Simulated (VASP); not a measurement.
# Y2GeS (I4/mmm) in VASP: single point with PBE

Aim: the single point of Y2GeS with PBE.

Everything below comes from runs of VASP 6.6.1. Logs are shortened: lines on timing, memory, paths and dates and some standing lists are left out, and cuts for length are marked.

## 1. The cell of the first run

It takes space group I4/mmm (No. 139, tetragonal). Conventional cell: a = 5.489 Å, b = 5.489 Å, c = 9.456 Å, α = 90.00°, β = 90.00°, γ = 90.00°. Within 3.6 Å of Y (site symmetry mmm) lie 2 Ge at 2.74 Å and 2 S at 2.74 Å. Ge (site symmetry 4/mmm) has 4 Y at 2.74 Å within 3.6 Å. S (site symmetry 4/mmm) has 4 Y at 2.74 Å within 3.6 Å.

## 2. Single point, PBE

Input file INCAR:

```
PREC     = Accurate       # precision mode
ENCUT    = 520            # plane-wave cutoff, eV
EDIFF    = 1E-6           # SCF threshold, eV
ISMEAR   = 0              # smearing method
SIGMA    = 0.1            # smearing width, eV
LREAL    = False          # projectors in reciprocal space
LASPH    = True           # aspherical terms in the spheres
NELM     = 100            # most SCF steps
ALGO     = Normal         # electronic algorithm
ISIF     = 2              # what is computed and relaxed
LWAVE    = False          # write WAVECAR
LCHARG   = True           # write CHGCAR
GGA      = PE             # functional
LELF     = True           # ELF
LVHAR    = True         
NBANDS   = 29             # bands
```

Input file KPOINTS:

```
regular mesh
0
Gamma
  12 12 12
```

Input file POSCAR:

```
Y2GeS
1.0
   -2.7445927176      2.7445927176      4.7277556028
    2.7445927176     -2.7445927176      4.7277556028
    2.7445927176      2.7445927176     -4.7277556028
Y Ge S
2 1 1
Direct
    0.5000000000      0.0000000000      0.5000000000
    0.0000000000      0.5000000000      0.5000000000
    0.5000000000      0.5000000000      0.0000000000
    0.0000000000      0.0000000000      0.0000000000
```

Potentials or basis: VASP PAW PBE potentials, release 64 (Y_sv, Ge_d, S).

Run with:

```
$ cat potpaw_PBE.64/Y_sv/POTCAR potpaw_PBE.64/Ge_d/POTCAR potpaw_PBE.64/S/POTCAR > POTCAR
$ mpirun -np 1 vasp_std > vasp.out
```

OUTCAR:

```text
PREC = Accurate
   ENCUT = 520
   EDIFF = 1E-6
   ISMEAR = 0
   LREAL = False
   LASPH = True
   NELM = 100
   ISIF = 2
   GGA = PE

 ion  position               nearest neighbor table
   1  0.500  0.000  0.500-   3 2.74   4 2.74   3 2.74   4 2.74   2 3.88   2 3.88   2 3.88   2 3.88

   2  0.000  0.500  0.500-   3 2.74   4 2.74   4 2.74   3 2.74   1 3.88   1 3.88   1 3.88   1 3.88

   3  0.500  0.500  0.000-   1 2.74   2 2.74   1 2.74   2 2.74
   4  0.000  0.000  0.000-   1 2.74   2 2.74   2 2.74   1 2.74

  LATTYP: Found a body centered tetragonal cell.
 ALAT       =     5.4891854352
 C/A-ratio  =     1.7225709201

  Lattice vectors:

 A1 = (  -2.7445927176,   2.7445927176,   4.7277556028)
 A2 = (   2.7445927176,  -2.7445927176,   4.7277556028)
 A3 = (   2.7445927176,   2.7445927176,  -4.7277556028)

Analysis of symmetry for initial positions (statically):
=====================================================================
 Subroutine PRICEL returns:
 Original cell was already a primitive cell.

 Routine SETGRP: Setting up the symmetry group for a
 body centered tetragonal supercell.

 Subroutine GETGRP returns: Found 16 space group operations
 (whereof 16 operations were pure point group operations)
 out of a pool of 16 trial point group operations.

The static configuration has the point symmetry D_4h.

Analysis of symmetry for dynamics (positions and initial velocities):
=====================================================================
 Subroutine PRICEL returns:
 Original cell was already a primitive cell.

 Routine SETGRP: Setting up the symmetry group for a
 body centered tetragonal supercell.

 Subroutine GETGRP returns: Found 16 space group operations
 (whereof 16 operations were pure point group operations)
 out of a pool of 16 trial point group operations.

The dynamic configuration has the point symmetry D_4h.

 Subroutine INISYM returns: Found 16 space group operations
 (whereof 16 operations are pure point group operations),
 and found     1 'primitive' translations

----------------------------------------------------------------------------------------

                                     Primitive cell

  volume of cell :     142.4527

  direct lattice vectors                    reciprocal lattice vectors
    -2.744592718  2.744592718  4.727755603     0.000000000  0.182176392  0.105758428
[... 84 lines left out ...]
   ISPIN  =      1    spin polarized calculation?
   LNONCOLLINEAR =      F non collinear calculations
   LSORBIT =      F    spin-orbit coupling
   LASPH  =      T    aspherical Exc in radial PAW
   ENCUT  =  520.0 eV  38.22 Ry    6.18 a.u.  11.37 11.37 11.37*2*pi/ulx,y,z
   NELM   =    100;   NELMIN=  2; NELMDL= -5     # of ELM steps
   EDIFF  = 0.1E-05   stopping-criterion for ELM
   LREAL  =      F    real-space projection
   EDIFFG = 0.1E-04   stopping-criterion for IOM
   NSW    =      0    number of steps for IOM
   IBRION =     -1    ionic relax: 0-MD 1-quasi-New 2-CG
   NFREE  =      0    steps in history (QN), initial steepest desc. (CG)
   ISIF   =      2    stress and relaxation
   ISYM   =      2    0-nonsym 1-usesym 2-fastsym
   POTIM  = 0.5000    time-step for ionic-motion
   TEBEG  =    0.0;   TEEND  =   0.0 temperature during run
   PSTRESS=    0.0 pullay stress
   NELECT =      42.0000    total number of electrons
   NUPDOWN=      -1.0000    fix difference up-down
   EMIN   =  10.00;   EMAX   =-10.00  energy-range for DOS
   EFERMI =   0.00;   METHOD = LEGACY
   ISMEAR =     0;   SIGMA  =   0.10  broadening in eV -4-tet -1-fermi 0-gaus
   EFERMI_NEDOS =   21; number of points for ismear=-14 and -15
   IALGO  =     38    algorithm
   IMIX   =      4    mixing-type and parameters
     AMIX     =   0.40;   BMIX     =  1.00
     AMIX_MAG =   1.60;   BMIX_MAG =  1.00
  volume/ion in A,a.u.               =      35.61       240.33
  Fermi-wavevector in a.u.,A,eV,Ry     =   1.089601  2.059048 16.153261  1.187231
  Thomas-Fermi vector in A             =   2.225808
   LORBIT       =      0    0 simple, 1 ext, 2 COOP (PROOUT), +10 PAW based schemes
   GGA     = PE    functional components
   LHFCALC =     F    Hartree Fock is set to
   AEXX    =    0.0000 exact exchange contribution
   IVDW    =     0    specifies the selected vdW correction
   LEPSILON=     F    determine dielectric tensor
   LRPA    =     F    only Hartree local field effects (RPA)
 non-spin polarized calculation
 Gauss-broadening in eV      SIGMA  =   0.10
  energy-cutoff  :      520.00
  volume of cell :      142.45
 maximum number of plane-waves:      3865
 NGX is ok and might be reduce to    48
   NGX = 23   NGY = 23   NGZ = 23

 number of electron      42.0000003 magnetization

 Free energy of the ion-electron system (eV)
  ---------------------------------------------------
  ext. energy  EPLUGINS =         0.00000000
  ---------------------------------------------------
  free energy    TOTEN  =       -24.52330083 eV

  energy without entropy =      -24.51980066  energy(sigma->0) =      -24.52155074

 E-fermi :   2.0678     XC(G=0):  -8.0352

 val. band max:        2.0572749872   @ k =  -0.2500   0.0833  -0.0000
 cond. band min:       2.1003520550   @ k =   0.1667  -0.0000   0.0000
 fundamental gap:      0.0430770678
 Fermi energy:         2.0677751288

 k-point     1 :       0.0000    0.0000    0.0000
  band No.  band energies     occupation
      1     -41.0200      2.00000
      2     -41.0025      2.00000
      3     -21.2551      2.00000
      4     -21.2404      2.00000
      5     -21.2142      2.00000
      6     -21.2012      2.00000
[... 757 lines left out ...]
     28       5.6450      0.00000
     29       6.0081      0.00000

 [... further k-points ...]
[... 5 lines left out ...]
  --------------------------------------------------------------------------------------
  -------------------------------------------------------------------------------------
  Total       -0.0699656     -0.0699656     -0.0487138      0.0000000     -0.0000000      0.0000000
  in kB       -0.7869086     -0.7869086     -0.5478884      0.0000000     -0.0000000      0.0000000
  external PRESSURE =      -0.7072352 kB  Pullay stress =       0.0000000 kB

 VOLUME and BASIS-vectors are now :
 -----------------------------------------------------------------------------
  energy-cutoff  :      520.00
  volume of cell :      142.45
      direct lattice vectors                 reciprocal lattice vectors
    -2.744592718  2.744592718  4.727755603     0.000000000  0.182176392  0.105758428
     2.744592718 -2.744592718  4.727755603     0.182176392  0.000000000  0.105758428
     2.744592718  2.744592718 -4.727755603     0.182176392  0.182176392  0.000000000

 POSITION                                       TOTAL-FORCE (eV/Angst)
 -----------------------------------------------------------------------------------
      0.00000      2.74459      0.00000        -0.000000      0.000000     -0.000000
      2.74459      0.00000      0.00000        -0.000000      0.000000      0.000000
      0.00000      0.00000      4.72776         0.000000     -0.000000      0.000000
      0.00000      0.00000      0.00000        -0.000000      0.000000     -0.000000
 -----------------------------------------------------------------------------------
    total drift:                                0.000000     -0.000000      0.000000

  FREE ENERGIE OF THE ION-ELECTRON SYSTEM (eV)
  ---------------------------------------------------
  free  energy   TOTEN  =       -24.5233008286 eV

  energy  without entropy=      -24.5198006598  energy(sigma->0) =      -24.52155074
```

stdout:

```text
POSCAR found type information on POSCAR Y GeS
 POSCAR found :  3 types and       4 ions
 scaLAPACK will be used
 LDA part: xc-table for (Slater+PW92), standard interpolation
 POSCAR, INCAR and KPOINTS ok, starting setup
 FFT: planning ... GRIDC
 FFT: planning ... GRID_SOFT
 FFT: planning ... GRID
 WAVECAR not read
 entering main loop
```

Wall time 6.8 min (1 thread of Intel Xeon 6975P-C (Granite Rapids), shared host); peak memory 0.85 GiB.

Results:

| Item | Value |
| --- | --- |
| Free energy | -24.5233 eV |
| Pressure | -0.1 GPa |
| Band gap on the k mesh | zero (bands 21 and 22 overlap by 0.96 eV) |

Levels at points of the mesh, in eV from the Fermi level:
| k point | band 19 | band 20 | band 21 | band 22 | band 23 | band 24 |
| --- | --- | --- | --- | --- | --- | --- |
| (0.00, 0.00, 0.00) | -0.58 | -0.26 | 0.40 | 0.42 | 0.42 | 0.75 |
| (0.50, 0.00, 0.00) | -2.05 | -1.02 | -0.81 | 0.97 | 1.30 | 1.54 |
| (0.50, 0.50, 0.00) | -1.96 | -1.88 | -1.17 | 0.52 | 1.68 | 2.78 |
| (0.50, 0.50, 0.50) | -0.16 | -0.14 | 0.63 | 0.63 | 1.09 | 1.30 |

The gap in the log of VASP goes by the Fermi energy; the results here count the filled bands.